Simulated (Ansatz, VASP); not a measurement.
Two plane-wave programs on HfC

File INCAR:

```
SYSTEM = HfC
PREC = Accurate ; ENCUT = 520
EDIFF = 1E-8 ; ISMEAR = -1
SIGMA = 0.05 ; LREAL = .FALSE.
LASPH = .TRUE. ; NELM = 60
ALGO = Normal ; ISIF = 2
LWAVE = .FALSE. ; LCHARG = .FALSE.
GGA = PS ; LEFG = .TRUE.
NBANDS = 14
```

KPOINTS

```
Automatic mesh
0
G
  11 11 11
  0 0 0
```

File POSCAR:

```
HfC
1.0
    0.0000000000      2.3250000000      2.3250000000
    2.3250000000      0.0000000000      2.3250000000
    2.3250000000      2.3250000000      0.0000000000
Hf C
1 1
Direct
    0.5000000000      0.5000000000      0.5000000000
    0.0000000000      0.0000000000      0.0000000000
```

Input for Ansatz:

```yaml
crystal:
  lattice:
    - [0.0, 2.325, 2.325]
    - [2.325, 0.0, 2.325]
    - [2.325, 2.325, 0.0]
  atoms:
    - { symbol: Hf, position: [0.5, 0.5, 0.5] }
    - { symbol: C, position: [0.0, 0.0, 0.0] }
kpoints:
  mp_grid: { grid: [11, 11, 11] }
scf:
  occupations: { method: fermi_dirac, width: 0.05 }
hamiltonian:
  xc: pbesol
  pseudopotentials: { kind: paw }
output:
  forces: true
  stress: true
  eigenvalues: true
  efg: { contact_densities: true }
  populations: true
```

Change from the starting cell: shortest bond scaled by 1, PAW files.

Alike in both runs: task electric field gradients; functional PBEsol; k mesh 11 × 11 × 11; occupations fermi-dirac, width 0.05 eV; no spin polarisation.

|  | VASP | Ansatz |
| --- | --- | --- |
| version | VASP 6.6.1 | Ansatz 0.2.0 |
| potentials or method | VASP PAW PBE potentials, release 64 (Hf_pv, C) | PAW with Ansatz's default frozen-core files, scalar-relativistic |
| plane-wave cutoff (eV) | 520 | 420 |
| valence electrons in the cell | 14 | 30 |

|  | VASP | Ansatz | Ansatz less VASP |
| --- | --- | --- | --- |
| pressure (GPa) | -6.9 | -6.5 | +0.44 |

VASP's potentials were made for PBE, not for PBEsol. VASP's potentials hold 14 valence electrons a cell and Ansatz's 30, so a difference there can come from the potentials and not from the codes.

Neither program's run includes spin-orbit coupling.
